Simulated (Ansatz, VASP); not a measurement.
## One calculation of InSb, two programs

```xyz
2
Lattice="0.0000 3.2139 3.2139 3.2139 0.0000 3.2139 3.2139 3.2139 0.0000" Properties=species:S:1:pos:R:3 pbc="T T T"
In    0.0000    0.0000    0.0000
Sb    1.6070    1.6070    1.6070
```

Change from the starting cell: hydrostatic strain -2.0%.

Alike in both runs: task single point; functional r2SCAN; k mesh 6 × 6 × 6; occupations fermi-dirac, width 0.02 eV; no spin polarisation.

|  | VASP | Ansatz |
| --- | --- | --- |
| version | VASP 6.6.1 | Ansatz 0.2.0 |
| potentials or method | VASP PAW PBE potentials, release 64 (In_d, Sb_d_GW) | plane waves, PAW |
| plane-wave cutoff (eV) | 550 | 500 |
| valence electrons in the cell | 28 | 28 |

Ansatz gave:

```
pressure (GPa) : 3.0
```

**Question.** Estimate VASP's values.

**Answer.** Pressure (GPa): 2.9.

VASP's potentials were made for PBE, not for r2SCAN.

Spin-orbit coupling is off throughout.
